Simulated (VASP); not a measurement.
Runs of VASP 6.6.1 on MgO. It takes space group Fm-3m (No. 225, cubic). The conventional cell has a = 4.222 Å, b = 4.222 Å, c = 4.222 Å, α = 90.00°, β = 90.00°, γ = 90.00°. Within 2.8 Å of Mg (site symmetry m-3m) lie 6 O at 2.11 Å. Within 2.8 Å of O (site symmetry m-3m) lie 6 Mg at 2.11 Å. 

```tsv
k mesh	smearing	gap on the mesh (eV)	pressure (GPa)
8 × 8 × 8	methfessel-paxton 0.3 eV	4.66	2.5
8 × 8 × 8	fermi-dirac 0.1 eV	4.66	2.5
8 × 8 × 8	tetrahedron	4.66	2.5
4 × 4 × 4	fermi-dirac 0.1 eV	(a)	2.6
```

Alike in all rows: task single point; level PBE; potentials or basis VASP PAW PBE potentials, release 64 (Mg, O); no spin polarisation; cell as given; cutoff (eV) 600.

Estimate the missing entries.

(a) 4.65.

Caveats: some runs use coarse meshes.

